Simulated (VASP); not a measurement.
Write the native input for VASP 6.6.1 that does the following.

```yaml
Task: electric field gradients
Functional: LDA
Potentials_or_basis: VASP PAW LDA potentials, release 64 (Sc_sv, Ga_d)
Cutoff: 520 eV
k_mesh: 9 × 9 × 9
Occupations: fermi-dirac, width 0.05 eV
Spin: no spin polarisation
Dipole_correction: no
Further_INCAR_settings: ALGO = Normal; EDIFF = 1e-08; NBANDS = 33
```

The structure of ScGa3 lies in POSCAR:

```
ScGa3
1.0
    4.1753145078      0.0000000000      0.0000000000
    0.0000000000      4.1753145078      0.0000000000
    0.0000000000      0.0000000000      4.1753145078
Sc Ga
1 3
Direct
    0.0000000000      0.0000000000      0.0000000000
    0.0000000000      0.5000000000      0.5000000000
    0.5000000000      0.0000000000      0.5000000000
    0.5000000000      0.5000000000      0.0000000000
```

One way to write it, as run:

INCAR

```
ALGO     = Normal         # electronic algorithm
EDIFF    = 1E-8           # SCF threshold, eV
ENCUT    = 520            # plane-wave cutoff, eV
GGA      = CA             # functional
ISIF     = 2              # what is computed and relaxed
ISMEAR   = -1             # smearing method
LASPH    = T              # aspherical terms in the spheres
LCHARG   = F              # write CHGCAR
LEFG     = T            
LREAL    = F              # projectors in reciprocal space
LWAVE    = F              # write WAVECAR
NBANDS   = 33             # bands
NELM     = 80             # most SCF steps
PREC     = Accurate       # precision mode
SIGMA    = 0.05           # smearing width, eV
```

KPOINTS

```
k-points
0
Gamma
  9 9 9
```

Potentials or basis: VASP PAW LDA potentials, release 64 (Sc_sv, Ga_d).

Command:

```sh
$ cat potpaw_LDA.64/Sc_sv/POTCAR potpaw_LDA.64/Ga_d/POTCAR > POTCAR
$ mpirun -np 1 vasp_std > vasp.out
```

It gave:

```yaml
Pressure: -8.7 GPa
Band_gap_on_the_k_mesh: zero (bands 25 and 26 overlap by 3.03 eV)
Largest_electric_field_gradient_by_atom: Sc -0.0; Ga +60.7 V/Å²
```

Caveat: the cell stands under tension; without QUAD_EFG the Cq values of the log hold for a quadrupole moment of 1 mb, not for the nuclei.

Wall time 74 s on 1 thread of Oxide Virtual Turin-like Processor, with other jobs on the host, peak memory 0.16 GiB.
